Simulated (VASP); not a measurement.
SnTe:

```
Sn Te
1.0
    -0.09087    3.16225    3.16225
     3.16225   -0.09087    3.16225
     3.16225    3.16225   -0.09087
Sn Te
1 1
Direct
  0.00000 0.00000 0.00000
  0.50000 0.50000 0.50000
```

This cell differs from its parent crystal: epitaxial 111 strain +2.0%.

Base run:

| Quantity | Value |
| --- | --- |
| Program | VASP 6.6.1 |
| Functional | PBE |
| Potentials or basis | VASP PAW PBE potentials, release 64 (Sn_d, Te) |
| Cutoff | 520 eV |
| k mesh | 8 × 8 × 8 |
| Occupations | fermi-dirac, width 0.02 eV |
| Spin | no spin polarisation |

Its results: band gap on the k mesh zero (bands 10 and 11 overlap by 0.23 eV); pressure -0.1 GPa.

Q: The run is repeated on the same cell with these changes: functional from PBE to r2SCAN; further incar settings from ALGO = Normal; EDIFF = 1e-07; NBANDS = 17 to ALGO = Normal; EDIFF = 1e-06; NBANDS = 17. What comes out?

A: Band gap on the k mesh zero (bands 10 and 11 overlap by 0.12 eV); pressure -0.8 GPa.

Caveats: semilocal functionals underestimate gaps, and a narrow one can read as zero; spin-orbit coupling is left out, which moves the levels of the heavy elements; the PAW data sets were made with another functional, which shifts forces and pressure a little (at least some runs).
